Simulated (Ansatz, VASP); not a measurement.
## GaSb in VASP and in Ansatz

INCAR

```
SYSTEM = GaSb
ALGO = Normal ; EDIFF = 1E-6
EDIFFG = -0.002 ; ENCUT = 600
GGA = PS ; IBRION = 2
ISIF = 3 ; ISMEAR = 0
LASPH = .TRUE. ; LCHARG = .FALSE.
LREAL = .FALSE. ; LWAVE = .FALSE.
NELM = 60 ; NSW = 100
PREC = Accurate ; SIGMA = 0.1
```

Contents of KPOINTS:

```
k-points
0
G
  12 12 12
  0 0 0
```

File POSCAR:

```
GaSb
1.0
    0.0000000000      3.0686043200      3.0686043200
    3.0686043200      0.0000000000      3.0686043200
    3.0686043200      3.0686043200      0.0000000000
Ga Sb
1 1
Direct
    0.0000000000      0.0000000000      0.0000000000
    0.2500000000      0.2500000000      0.2500000000
```

Input for Ansatz:

```yaml
crystal:
  lattice:
    - [0.0, 3.06860432, 3.06860432]
    - [3.06860432, 0.0, 3.06860432]
    - [3.06860432, 3.06860432, 0.0]
  atoms:
    - { symbol: Ga, position: [0.0, 0.0, 0.0] }
    - { symbol: Sb, position: [0.25, 0.25, 0.25] }
basis:
  ecutwfc: 420
kpoints:
  mp_grid: { grid: [12, 12, 12] }
hamiltonian:
  xc: pbesol
  pseudopotentials: { kind: paw, azcp: { folder: soft_1 } }
scf:
  occupations: { method: gaussian, width: 0.1 }
output:
  forces: true
  stress: true
  eigenvalues: true
  write_density: true
  write_potential: true
  elf: true
  volumetric_format: npy
relax:
  adjacent_minimum: "off"
  f_tol: 0.002
  max_steps: 80
  cell: { stress_tol: 0.02 }
```

Alike in both runs: task relaxation of cell and atoms; functional PBEsol; k mesh 12 × 12 × 12; occupations gaussian, width 0.1 eV; no spin polarisation.

```csv
,VASP,Ansatz
version,VASP 6.6.1,Ansatz 0.2.0
potentials or method,"VASP PAW PBE potentials, release 64 (Ga_d, Sb), cutoff 600 eV","scalar-relativistic, plane waves, PAW"
valence electrons in the cell,18,28
```

|  | VASP | Ansatz | Ansatz less VASP |
| --- | --- | --- | --- |
| gap on the k mesh at the Fermi level, each at its own relaxed structure (eV) | none | none | - |
| relaxed volume (Å³/atom) | 28.58 | 28.54 | -0.037 |
| relaxed cell length with the largest relative difference (Å) | 4.324 | 4.322 | -0.0019 |

VASP's potentials were made for PBE, not for PBEsol, and Ansatz warns of the same on its side. A gap of «none» marks a metal or a gap that the smearing closes. VASP's potentials hold 18 valence electrons a cell and Ansatz's 28, so a difference there can come from the potentials and not from the codes.

Neither program's run includes spin-orbit coupling.
